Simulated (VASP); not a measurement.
Here is a VASP 6.6.1 calculation.

INCAR

```
PREC     = Accurate       # precision mode
ENCUT    = 520            # plane-wave cutoff, eV
EDIFF    = 1E-7           # SCF threshold, eV
ISMEAR   = -1             # smearing method
SIGMA    = 0.08           # smearing width, eV
LREAL    = F              # projectors in reciprocal space
LASPH    = T              # aspherical terms in the spheres
NELM     = 60             # most SCF steps
ALGO     = Normal         # electronic algorithm
ISIF     = 2              # what is computed and relaxed
LWAVE    = F              # write WAVECAR
LCHARG   = F              # write CHGCAR
GGA      = PE             # functional
NBANDS   = 11             # bands
```

Contents of KPOINTS:

```
Automatic mesh
0
Gamma
  12 12 11
```

The input POSCAR:

```
Ca
1.0
    2.9137484871      0.0000000000      0.0000000000
   -1.4568742435      2.5233802101      0.0000000000
    0.0000000000      0.0000000000      2.6306085506
Ca
1
Direct
    0.0000000000      0.0000000000      0.0000000000
```

Potentials or basis: VASP PAW PBE potentials, release 64 (Ca_sv).

The run is started by

```bash
$ cat potpaw_PBE.64/Ca_sv/POTCAR > POTCAR
$ mpirun -np 1 vasp_std > vasp.out
```

(1) Predict the pressure.

(2) What does it give for the band gap on the k mesh?

Results:

(1) 37.4 GPa.

(2) zero (bands 5 and 6 overlap by 1.19 eV).

Caveat: the cell stands under pressure.
